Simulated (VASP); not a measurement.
CO2, 24 atoms in the cell. The cell holds an amorphous packing of atoms, 24 atoms: a = 8.082 Å, b = 8.082 Å, c = 8.082 Å, α = 90.00°, β = 90.00°, γ = 90.00°. 

```yaml
Program: VASP 6.6.1
Task: single point
Functional: PBE
Dispersion: D3(BJ)
Potentials_or_basis: VASP PAW PBE potentials, release 64 (C, O)
Cutoff: 520 eV
k_mesh: 1 × 1 × 1
Occupations: fermi-dirac, width 0.05 eV
Spin: no spin polarisation
Dipole_correction: no
Further_INCAR_settings: LREAL = Auto; ALGO = Normal; EDIFF = 1e-06; NBANDS = 82
```

Potentials or basis: VASP PAW PBE potentials, release 64 (C, O).

The run is started by

```console
$ cat potpaw_PBE.64/C/POTCAR potpaw_PBE.64/O/POTCAR > POTCAR
$ mpirun -np 1 vasp_gam > vasp.out
```

Hardware: 1 thread of Intel(R) Xeon(R) Platinum 8488C (Sapphire Rapids), on a shared host.

Q: How long does it take, and how much memory?

A: Wall time 58 s on 1 thread of Intel(R) Xeon(R) Platinum 8488C (Sapphire Rapids), on a shared host, peak memory 0.45 GiB. Counts: scf iterations 17, k points 1.
